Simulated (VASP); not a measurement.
## TiAl: single point with r2SCAN

Crystal: TiAl.

```
Ti Al
1.0
     3.20012    0.00000    0.00000
     0.00000    3.20012    0.00000
     0.00000    0.00000    3.20012
Ti Al
1 1
Direct
  0.00000 0.00000 0.00000
  0.50000 0.50000 0.50000
```

| Property | Result |
| --- | --- |
| Program | VASP 6.6.1 |
| Task | single point |
| Functional | r2SCAN |
| Potentials or basis | VASP PAW PBE potentials, release 64 (Ti_sv, Al) |
| Cutoff | 520 eV |
| k mesh | 8 × 8 × 8 |
| Occupations | fermi-dirac, width 0.05 eV |
| Spin | no spin polarisation |
| Dipole correction | no |
| Further INCAR settings | ALGO = Normal; EDIFF = 1e-06; NBANDS = 14 |

```yaml
Pressure: -2.8 GPa
```

Levels at points of the mesh, in eV from the Fermi level:
| k point | band 3 | band 4 | band 5 | band 6 | band 7 | band 8 | band 9 | band 10 | band 11 | band 12 |
| --- | --- | --- | --- | --- | --- | --- | --- | --- | --- | --- |
| (0.00, 0.00, 0.00) | -34.48 | -34.48 | -9.76 | -1.56 | -1.56 | 2.00 | 2.00 | 2.00 | 4.53 | 4.53 |
| (0.50, 0.00, 0.00) | -34.46 | -34.46 | -6.41 | -5.53 | -0.63 | 0.28 | 0.28 | 2.21 | 3.02 | 6.67 |
| (0.50, 0.50, 0.00) | -34.62 | -34.45 | -5.17 | -2.39 | -2.39 | -1.59 | 0.87 | 0.87 | 2.75 | 4.82 |
| (0.50, 0.50, 0.50) | -34.60 | -34.60 | -3.20 | -3.20 | -3.20 | 0.82 | 2.82 | 2.82 | 2.82 | 2.82 |

Wall time 77 s on 1 thread of Intel Xeon 8259CL, with other jobs on the host, peak memory 0.15 GiB.

Caveat: the PAW data sets were made with another functional, which shifts forces and pressure a little.
